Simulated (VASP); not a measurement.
# AgBr: single point with PBE-based screened hybrid with 100 % exact exchange

Crystal: AgBr.

```
CELL_PARAMETERS angstrom
0.00000 2.89276 2.89276
2.89276 0.00000 2.89276
2.89276 2.89276 0.00000
ATOMIC_POSITIONS crystal
Ag 0.00000 0.00000 0.00000
Br 0.50000 0.50000 0.50000
```

| Quantity | Value |
| --- | --- |
| Program | VASP 6.6.1 |
| Task | single point |
| Functional | PBE-based screened hybrid with 100 % exact exchange |
| Potentials or basis | VASP PAW PBE potentials, release 64 (Ag, Br) |
| Cutoff | 400 eV |
| k mesh | 4 × 4 × 4 |
| Occupations | gaussian, width 0.01 eV |
| Spin | no spin polarisation |
| Dipole correction | no |
| Grid for exact exchange (PRECFOCK) | Normal |
| Share of exact exchange | 1 |
| Further INCAR settings | ALGO = Normal; EDIFF = 1e-06; NBANDS = 16 |
| Screening parameter | 0.3 1/Å |

```yaml
Pressure: 0.3 GPa
Band_gap_on_the_k_mesh: 5.55 eV (least direct gap 7.02 eV)
```

Levels at points of the mesh, in eV from the valence-band top:
```csv
k point,band 7,band 8,band 9,band 10,band 11,band 12
"(0.00, 0.00, 0.00)",-1.47,-1.47,-1.47,5.55,14.59,14.59
"(0.50, 0.00, 0.00)",-3.26,0.00,0.00,8.13,11.74,11.74
"(0.50, 0.50, 0.00)",-4.17,-2.52,-2.52,6.78,11.10,14.23
```

It took 4.9 min on 1 thread of Intel(R) Xeon(R) Platinum 8488C (Sapphire Rapids) (shared host), peak memory 0.27 GiB.

Caveat: the k points lie up to 0.47 Å⁻¹ apart; the PAW data sets were made with another functional, which shifts forces and pressure a little. A k mesh can miss the band edges.
